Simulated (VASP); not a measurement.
# Al32H (a cell with a defect) in VASP: a series of runs, part 2 of 3

VASP 6.6.1. The steps go on from the part before.

## (3) Single point, PBEsol

INCAR

```
  PREC = Accurate
  ENCUT = 400
  EDIFF = 1E-6
  ISMEAR = 0
  SIGMA = 0.05
  LREAL = Auto
  LASPH = T
  NELM = 120
  ALGO = Normal
  ISIF = 2
  LWAVE = F
  LCHARG = T
  GGA = PS
  LELF = T
  LVHAR = T
  NBANDS = 70
  GGA_COMPAT = F
```

KPOINTS

```
regular mesh
0
Gamma
  3 3 3
```

POSCAR

```
Al32H
1.0
    8.1000000000      0.0000000000      0.0000000000
    0.0000000000      8.1000000000      0.0000000000
    0.0000000000      0.0000000000      8.1000000000
Al H
32 1
Direct
    0.4998941582     -0.0053903236     -0.0001088012
    0.7555660430      0.2502059089     -0.0001084968
    0.7495233845      0.0005887312      0.2495200400
   -0.0001310921     -0.0010863843     -0.0001119238
    0.2440508937      0.2502041521     -0.0001075564
    0.4998959734      0.5061383860     -0.0001069379
    0.7511947601      0.7502550406     -0.0001116831
    0.2502410343      0.0005885030      0.2495189275
    0.4998944482      0.2502059221      0.2555607892
    0.7495237969      0.4998718431      0.2495205385
    0.4998911166     -0.0010864258      0.4998652321
    0.7511931257      0.2502114947      0.4998656229
    0.7495222401      0.0005884524      0.7502377722
   -0.0001274257      0.5015190090     -0.0001092182
    0.2485843015      0.7502515779     -0.0001102939
   -0.0001307283      0.2502115174      0.2511899178
    0.2502417054      0.4998709853      0.2495256742
    0.4998913391      0.7502550700      0.2511915963
   -0.0001121993     -0.0006979137      0.4998846425
    0.2485851175      0.2502088410      0.4998675861
    0.4998937486      0.5015190129      0.4998689982
    0.7508007767      0.7502197193      0.4998846748
    0.2502426344      0.0005847391      0.7502393385
    0.4998953891      0.2502041188      0.7440453957
    0.7495290641      0.4998709985      0.7502383941
   -0.0001121666      0.7502197174      0.2507977038
   -0.0001128578      0.5011250945      0.4998839675
    0.2489804706      0.7502204013      0.4998842704
   -0.0001287632      0.2502087886      0.7485820927
    0.2502372813      0.4998732169      0.7502341028
    0.4998927282      0.7502515095      0.7485812754
   -0.0001125704      0.7502204150      0.7489774086
    0.4992663522      0.2514328808     -0.0007542404
```

Potentials or basis: VASP PAW PBE potentials, release 64 (Al, H).

Started as:

```sh
> cat potpaw_PBE.64/Al/POTCAR potpaw_PBE.64/H/POTCAR > POTCAR
> mpirun -np 1 vasp_std > vasp.out
```

OUTCAR:

```text
PREC = Accurate
   ENCUT = 400
   EDIFF = 1E-6
   ISMEAR = 0
   LREAL = Auto
   LASPH = T
   NELM = 120
   ISIF = 2
   GGA = PS

 ion  position               nearest neighbor table
   1  0.500  0.995  1.000-  33 2.08  18 2.84   7 2.84  15 2.84  31 2.84   3 2.86   8 2.86  13 2.86
                            23 2.86   9 2.93   2 2.93   5 2.93  24 2.93
   2  0.756  0.250  1.000-  33 2.08   4 2.84  16 2.84  29 2.84  14 2.84   3 2.86  13 2.86  10 2.86
                            25 2.86   1 2.93   9 2.93  24 2.93   6 2.93
   3  0.750  0.001  0.250-   2 2.86   9 2.86   1 2.86   7 2.86  18 2.86  12 2.86  16 2.86  11 2.86
                             4 2.86  19 2.87  26 2.87  22 2.87
   4  1.000  0.999  1.000-   5 2.84   2 2.84   7 2.85  15 2.85  26 2.86  32 2.86   3 2.86  13 2.86
                             8 2.86  23 2.86  16 2.88  29 2.88
   5  0.244  0.250  1.000-  33 2.07   4 2.84  16 2.84  29 2.84  14 2.84   8 2.86  23 2.86  17 2.86
                            30 2.86   1 2.93   9 2.93  24 2.93   6 2.93
   6  0.500  0.506  1.000-  33 2.06  18 2.84   7 2.84  15 2.84  31 2.84  10 2.86  17 2.86  25 2.86
                            30 2.86   9 2.93   2 2.93   5 2.93  24 2.93
   7  0.751  0.750  1.000-   6 2.84   1 2.84   4 2.85  14 2.85  26 2.86  32 2.86   3 2.86  13 2.86
                            10 2.86  25 2.86  18 2.88  31 2.88
   8  0.250  0.001  0.250-   5 2.86   9 2.86   1 2.86  15 2.86  20 2.86  18 2.86  16 2.86  11 2.86
                             4 2.86  19 2.87  26 2.87  28 2.87
   9  0.500  0.250  0.256-  33 2.08  11 2.84  12 2.84  20 2.84  21 2.84   3 2.86   8 2.86  10 2.86
[... 32 lines left out ...]
                             7 2.86  22 2.87  32 2.87  27 2.87
  26  1.000  0.750  0.251-  19 2.85  22 2.85  28 2.85  27 2.85   7 2.86   4 2.86  15 2.86  14 2.86
                            17 2.87  10 2.87   8 2.87   3 2.87
  27  1.000  0.501  0.500-  26 2.85  22 2.85  28 2.85  32 2.85  12 2.86  16 2.86  20 2.86  29 2.86
                            30 2.87  25 2.87  17 2.87  10 2.87
  28  0.249  0.750  0.500-  19 2.85  26 2.85  32 2.85  27 2.85  18 2.86  11 2.86  31 2.86  21 2.86
                            30 2.87  17 2.87  23 2.87   8 2.87
  29  1.000  0.250  0.749-   5 2.84   2 2.84  12 2.85  20 2.85  19 2.86  27 2.86  13 2.86  23 2.86
                            25 2.86  30 2.86   4 2.88  14 2.88
  30  0.250  0.500  0.750-   6 2.86  24 2.86   5 2.86  14 2.86  21 2.86  29 2.86  20 2.86  31 2.86
                            15 2.86  28 2.87  32 2.87  27 2.87
  31  0.500  0.750  0.749-   6 2.84   1 2.84  11 2.85  21 2.85  22 2.86  28 2.86  13 2.86  23 2.86
                            25 2.86  30 2.86   7 2.88  15 2.88
  32  1.000  0.750  0.749-  19 2.85  22 2.85  28 2.85  27 2.85   7 2.86   4 2.86  15 2.86  14 2.86
                            30 2.87  25 2.87  23 2.87  13 2.87
  33  0.499  0.251  0.999-   6 2.06  24 2.07   5 2.07   2 2.08   9 2.08   1 2.08

  LATTYP: Found a simple cubic cell.
 ALAT       =     8.1000000000

  Lattice vectors:

 A1 = (   8.1000000000,   0.0000000000,   0.0000000000)
 A2 = (   0.0000000000,   8.1000000000,   0.0000000000)
 A3 = (   0.0000000000,   0.0000000000,   8.1000000000)

Analysis of symmetry for initial positions (statically):
=====================================================================
 Subroutine PRICEL returns:
 Original cell was already a primitive cell.

 Routine SETGRP: Setting up the symmetry group for a
 simple cubic supercell.

 Subroutine GETGRP returns: Found  1 space group operations
 (whereof  1 operations were pure point group operations)
 out of a pool of 48 trial point group operations.

The static configuration has the point symmetry C_1 .

Analysis of symmetry for dynamics (positions and initial velocities):
=====================================================================
 Subroutine PRICEL returns:
[... 148 lines left out ...]
   NGX,Y,Z   is equivalent  to a cutoff of  11.08, 11.08, 11.08 a.u.
   NGXF,Y,Z  is equivalent  to a cutoff of  22.17, 22.17, 22.17 a.u.
 SYSTEM =  unknown system
   PREC   = accura    normal or accurate (medium, high low for compatibility)
   ISTART =      0    job   : 0-new  1-cont  2-samecut
   ICHARG =      2    charge: 1-file 2-atom 10-const
   ISPIN  =      1    spin polarized calculation?
   LNONCOLLINEAR =      F non collinear calculations
   LSORBIT =      F    spin-orbit coupling
   LASPH  =      T    aspherical Exc in radial PAW
   ENCUT  =  400.0 eV  29.40 Ry    5.42 a.u.  13.21 13.21 13.21*2*pi/ulx,y,z
   NELM   =    120;   NELMIN=  2; NELMDL= -5     # of ELM steps
   EDIFF  = 0.1E-05   stopping-criterion for ELM
   LREAL  =      T    real-space projection
   EDIFFG = 0.1E-04   stopping-criterion for IOM
   NSW    =      0    number of steps for IOM
   IBRION =     -1    ionic relax: 0-MD 1-quasi-New 2-CG
   NFREE  =      0    steps in history (QN), initial steepest desc. (CG)
   ISIF   =      2    stress and relaxation
   ISYM   =      2    0-nonsym 1-usesym 2-fastsym
   POTIM  = 0.5000    time-step for ionic-motion
   TEBEG  =    0.0;   TEEND  =   0.0 temperature during run
   PSTRESS=    0.0 pullay stress
   NELECT =      97.0000    total number of electrons
   NUPDOWN=      -1.0000    fix difference up-down
   EMIN   =  10.00;   EMAX   =-10.00  energy-range for DOS
   EFERMI =   0.00;   METHOD = LEGACY
   ISMEAR =     0;   SIGMA  =   0.05  broadening in eV -4-tet -1-fermi 0-gaus
   EFERMI_NEDOS =   21; number of points for ismear=-14 and -15
   IALGO  =     38    algorithm
   IMIX   =      4    mixing-type and parameters
     AMIX     =   0.40;   BMIX     =  1.00
     AMIX_MAG =   1.60;   BMIX_MAG =  1.00
  volume/ion in A,a.u.               =      16.10       108.68
  Fermi-wavevector in a.u.,A,eV,Ry     =   0.928639  1.754874 11.733269  0.862371
  Thomas-Fermi vector in A             =   2.054837
   LORBIT       =      0    0 simple, 1 ext, 2 COOP (PROOUT), +10 PAW based schemes
   GGA     = PS    functional components
   LHFCALC =     F    Hartree Fock is set to
   AEXX    =    0.0000 exact exchange contribution
   IVDW    =     0    specifies the selected vdW correction
   LEPSILON=     F    determine dielectric tensor
   LRPA    =     F    only Hartree local field effects (RPA)
 non-spin polarized calculation
 Gauss-broadening in eV      SIGMA  =   0.05
  energy-cutoff  :      400.00
  volume of cell :      531.44
 maximum number of plane-waves:      9771
 NGX is ok and might be reduce to    54
   NGX = 27   NGY = 27   NGZ = 27

 number of electron      97.0000003 magnetization

 Free energy of the ion-electron system (eV)
  ---------------------------------------------------
  ext. energy  EPLUGINS =         0.00000000
  ---------------------------------------------------
  free energy    TOTEN  =      -134.31656261 eV

  energy without entropy =     -134.31345754  energy(sigma->0) =     -134.31501007

 E-fermi :   7.7374     XC(G=0): -10.2567

 val. band max:        7.6695951813   @ k =  -0.3333  -0.3333   0.3333
 cond. band min:       7.9410361445   @ k =   0.3333   0.0000   0.0000
 fundamental gap:      0.2714409632
 Fermi energy:         7.7373569334

 k-point     1 :       0.0000    0.0000    0.0000
  band No.  band energies     occupation
      1      -3.3304      2.00000
      2      -1.6990      2.00000
      3      -0.9673      2.00000
      4      -0.9672      2.00000
      5      -0.9412      2.00000
      6      -0.9412      2.00000
[... 871 lines left out ...]
     59       9.7154      0.00000
     60       9.7154      0.00000
 [bands above 60 left out]

------------------------ aborting loop because EDIFF is reached ----------------------------------------

  FORCE on cell =-STRESS in cart. coord.  units (eV):
  Direction    XX          YY          ZZ          XY          YZ          ZX
  --------------------------------------------------------------------------------------
  -------------------------------------------------------------------------------------
  Total       -4.3730605     -4.3697599     -4.3732703      0.0004211      0.0006556     -0.0004243
  in kB      -13.1838124    -13.1738617    -13.1844447      0.0012696      0.0019764     -0.0012792
  external PRESSURE =     -13.1807063 kB  Pullay stress =       0.0000000 kB

 VOLUME and BASIS-vectors are now :
 -----------------------------------------------------------------------------
  energy-cutoff  :      400.00
  volume of cell :      531.44
      direct lattice vectors                 reciprocal lattice vectors
     8.100000000  0.000000000  0.000000000     0.123456790  0.000000000  0.000000000
     0.000000000  8.100000000  0.000000000     0.000000000  0.123456790  0.000000000
     0.000000000  0.000000000  8.100000000     0.000000000  0.000000000  0.123456790

 POSITION                                       TOTAL-FORCE (eV/Angst)
 -----------------------------------------------------------------------------------
      4.04914      8.05634      8.09912        -0.000173      0.001379     -0.000189
      6.12008      2.02667      8.09912        -0.000986      0.000251     -0.000192
      6.07114      0.00477      2.02111        -0.000354     -0.000132     -0.000365
      8.09894      8.09120      8.09909         0.000160      0.000598      0.000008
      1.97681      2.02665      8.09913         0.001760      0.000419     -0.000278
      4.04916      4.09972      8.09913        -0.000288     -0.001434     -0.000304
[... 25 lines left out ...]
      8.09909      6.07679      6.06672        -0.000110      0.000427     -0.000630
      4.04406      2.03661      8.09389         0.002466     -0.004725      0.002537
 -----------------------------------------------------------------------------------
    total drift:                               -0.002390      0.002327     -0.002264

  FREE ENERGIE OF THE ION-ELECTRON SYSTEM (eV)
  ---------------------------------------------------
  free  energy   TOTEN  =      -134.3165626053 eV

  energy  without entropy=     -134.3134575354  energy(sigma->0) =     -134.31501007
```

Wall time 7.1 min (1 thread of Oxide Virtual Turin-like, shared host); peak memory 0.46 GiB.

What came out:

```yaml
Free_energy: -134.3166 eV
Pressure: -1.3 GPa
Largest_force: 0.006 eV/Å
Band_gap_on_the_k_mesh: zero (an odd number of electrons rules out a gap without spin polarisation)
```

Forces on the atoms (eV/Å):
```
Al   0.000  0.001  0.000
Al  -0.001  0.000  0.000
Al   0.000  0.000  0.000
Al   0.000  0.001  0.000
Al   0.002  0.000  0.000
Al   0.000 -0.001  0.000
Al   0.001  0.000  0.000
Al   0.000  0.000  0.000
Al   0.000  0.000 -0.001
Al   0.000  0.000  0.000
Al   0.000  0.001  0.000
Al   0.001  0.000  0.000
Al   0.000  0.000  0.000
Al   0.000  0.000  0.000
Al  -0.001  0.000  0.000
Al   0.000  0.000  0.001
Al   0.000  0.000 -0.001
Al   0.000  0.000  0.001
Al   0.000  0.000  0.000
Al  -0.001  0.000  0.000
Al   0.000  0.000  0.000
Al   0.000  0.000  0.000
Al   0.000  0.000  0.000
Al   0.000  0.000  0.002
Al  -0.001  0.000  0.000
Al   0.000  0.000  0.000
Al   0.000 -0.001  0.000
Al  -0.001  0.000  0.000
Al   0.000  0.000 -0.001
Al   0.000  0.000  0.000
Al   0.000  0.000 -0.001
Al   0.000  0.000 -0.001
H    0.002 -0.005  0.003
```

Caveat: the PAW data sets were made with another functional, which shifts forces and pressure a little.

[end of part 2 of 3]

The gap in the log of VASP goes by the Fermi energy; the results here count the filled bands.